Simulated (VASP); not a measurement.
Write the native input for VASP 6.6.1 that does the following.

```
Task                   : single point
Functional             : PBEsol
Potentials or basis    : VASP PAW PBE potentials, release 64 (Nb_sv)
Cutoff                 : 520 eV
k mesh                 : 16 × 16 × 16
Occupations            : fermi-dirac, width 0.1 eV
Spin                   : no spin polarisation
Dipole correction      : no
Further INCAR settings : ALGO = Normal; EDIFF = 1e-06; NBANDS = 12
```

The structure of Nb lies in POSCAR:

```
Nb
1.0
   -1.5437083072      1.5437083072      1.5437083072
    1.5437083072     -1.5437083072      1.5437083072
    1.5437083072      1.5437083072     -1.5437083072
Nb
1
Direct
    0.0000000000      0.0000000000      0.0000000000
```

This cell differs from its parent crystal: volume scaled by 0.84.

One way to write it, as run:

INCAR

```
SYSTEM = Nb
PREC = Accurate ; ENCUT = 520
EDIFF = 1E-6 ; ISMEAR = -1
SIGMA = 0.1 ; LREAL = .False.
LASPH = .True. ; NELM = 80
ALGO = Normal ; ISIF = 2
LWAVE = .False. ; LCHARG = .False.
GGA = PS ; NBANDS = 12
```

KPOINTS

```
regular mesh
0
Gamma
  16 16 16
  0 0 0
```

Potentials or basis: VASP PAW PBE potentials, release 64 (Nb_sv).

Command:

```bash
$ cat potpaw_PBE.64/Nb_sv/POTCAR > POTCAR
$ mpirun -np 1 vasp_std > vasp.out
```

It gave:

```json
{
  "Pressure": "43.5 GPa"
}
```

Caveat: the PAW data sets were made with another functional, which shifts forces and pressure a little.

Run time: 39 s on 1 thread of Intel Xeon 6975P-C, with other jobs on the host, peak memory 0.14 GiB.
